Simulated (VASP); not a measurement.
A run of VASP 6.6.1 is set up as follows.

Contents of INCAR:

```
SYSTEM = NiO
PREC = Accurate
ENCUT = 520
EDIFF = 1E-6
ISMEAR = 0
SIGMA = 0.05
LREAL = .False.
LASPH = .True.
NELM = 150
ALGO = Normal
ISIF = 2
LWAVE = .False.
LCHARG = .False.
ISPIN = 2
MAGMOM = 1.85 -1.85 0 0
LORBIT = 11
LMAXMIX = 4
LDAU = .True.
LDAUTYPE = 2
LDAUL = 2 -1
LDAUU = 6.2 0
LDAUJ = 0 0
LDAUPRINT = 1
GGA = PE
NBANDS = 28
```

File KPOINTS:

```
regular mesh
0
Gamma
  10 10 6
  0 0 0
```

POSCAR

```
NiO
1.0
    1.4934140056      0.8622204732      2.4387469149
   -1.4934140056      0.8622204732      2.4387469149
    0.0000000000     -5.1677966358     -0.0019544630
Ni O
2 2
Direct
    1.0000000000      0.0000000000      0.0000000000
    1.5000000000      0.5000000000      0.5000000000
    0.7499999977      0.7499999977      0.2499999934
    1.2500000023      1.2500000023      0.7500000066
```

Potentials or basis: VASP PAW PBE potentials, release 64 (Ni, O).

Launch:

```sh
$ cat potpaw_PBE.64/Ni/POTCAR potpaw_PBE.64/O/POTCAR > POTCAR
$ mpirun -np 1 vasp_std > vasp.out
```

(1) Estimate the net moment.

(2) What does it give for the pressure?

(3) What does it give for the site moments?

Results:

(1) 0.00 μB per cell.

(2) -4.9 GPa.

(3) Ni +1.75, -1.75; O +0.00 μB.
